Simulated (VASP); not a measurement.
Here is a VASP 6.6.1 calculation.

File INCAR:

```
SYSTEM = H11C2NO4
ALGO = Normal
EDIFF = 1E-6
ENCUT = 520
ISIF = 2
ISMEAR = -1
LASPH = .True.
LCHARG = .True.
LELF = .True.
LREAL = Auto
LVHAR = .True.
LWAVE = .False.
NBANDS = 39
NELM = 100
PREC = Accurate
SIGMA = 0.02
```

The input KPOINTS:

```
k-points
0
Gamma
  1 1 1
  0 0 0
```

Contents of POSCAR:

```
H11C2NO4
1.0
    5.9154820000      0.0000000000      0.0000000000
    0.0000000000      5.9154820000      0.0000000000
    0.0000000000      0.0000000000      5.9154820000
O H C N
4 11 2 1
Direct
    0.4100426643      0.1835015304      0.1339873911
    0.5524148328      0.7716023817      0.1858851062
    0.5604108000      0.9917027894      0.7773669162
    0.2531999928      0.7523985366      0.5151228590
    0.4789973159      0.3308268033      0.1559636222
    0.4654396717      0.1427271691     -0.0178514616
    0.5277000251      0.9312850584      0.2086051483
    0.6623467031      0.7262637263      0.3048948505
    0.4479094011      0.9197221799      0.6833931707
    0.6075920779      0.8676385120      0.8800804398
    0.3248763161      0.7488992444      0.3630135296
    0.0864173029      0.7309463540      0.4841363730
    0.2760721781      0.2623792956      0.6174306675
    0.1434709800      0.2823607611      0.9002140485
    0.0505791413      0.0673148866      0.6990639140
    0.1136002104      0.2523885628      0.7109141740
   -0.0466403245      0.4095017109      0.6195268619
   -0.1757929447      0.5375555196      0.5416633843
```

Potentials or basis: VASP PAW LDA potentials, release 64 (O, H, C, N).

Run with:

```bash
$ cat potpaw_LDA.64/O/POTCAR potpaw_LDA.64/H/POTCAR potpaw_LDA.64/C/POTCAR potpaw_LDA.64/N/POTCAR > POTCAR
$ mpirun -np 1 vasp_gam > vasp.out
```

(1) What does it give for the largest force?

(2) Predict the pressure.

Answers

(1) 1.920 eV/Å.

(2) -1.0 GPa.

Caveat: the k points lie up to 1.06 Å⁻¹ apart, too coarse for converged energies, forces and pressures.
